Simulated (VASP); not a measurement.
# InSb: single point with PBE

Crystal: InSb.

```
CELL_PARAMETERS angstrom
0.00000 3.21474 3.21474
3.21474 0.00000 3.21474
3.21474 3.21474 0.00000
ATOMIC_POSITIONS crystal
In 0.00000 0.00000 0.00000
Sb 0.25000 0.25000 0.25000
```

This cell differs from its parent crystal: volume scaled by 0.91.

| Quantity | Value |
| --- | --- |
| Program | VASP 6.6.1 |
| Task | single point |
| Functional | PBE |
| Potentials or basis | VASP PAW PBE potentials, release 64 (In_d, Sb) |
| Cutoff | 520 eV |
| k mesh | 14 × 14 × 14 |
| Occupations | gaussian, width 0.1 eV |
| Spin | no spin polarisation |
| Dipole correction | no |
| Further INCAR settings | ALGO = Normal; EDIFF = 1e-06; NBANDS = 16 |

* Pressure: 4.3 GPa
* Band gap on the k mesh: zero (filled and empty bands touch)

Levels at points of the mesh, in eV from the Fermi level:
| k point | band 5 | band 6 | band 7 | band 8 | band 9 | band 10 | band 11 | band 12 | band 13 | band 14 |
| --- | --- | --- | --- | --- | --- | --- | --- | --- | --- | --- |
| (0.00, 0.00, 0.00) | -14.64 | -10.94 | -0.13 | -0.07 | -0.07 | -0.07 | 2.89 | 2.89 | 2.89 | 5.68 |
| (0.50, 0.00, 0.00) | -14.63 | -9.51 | -5.80 | -1.11 | -1.11 | 0.51 | 3.74 | 3.74 | 6.01 | 8.34 |
| (0.50, 0.50, 0.00) | -14.63 | -8.87 | -6.09 | -2.41 | -2.41 | 1.24 | 1.25 | 8.22 | 8.22 | 8.89 |

Run time: 2.1 min on 1 thread of Intel Xeon 6975P-C (shared host), peak memory 0.28 GiB.

Caveat: spin-orbit coupling is left out, which moves the levels of the heavy elements.
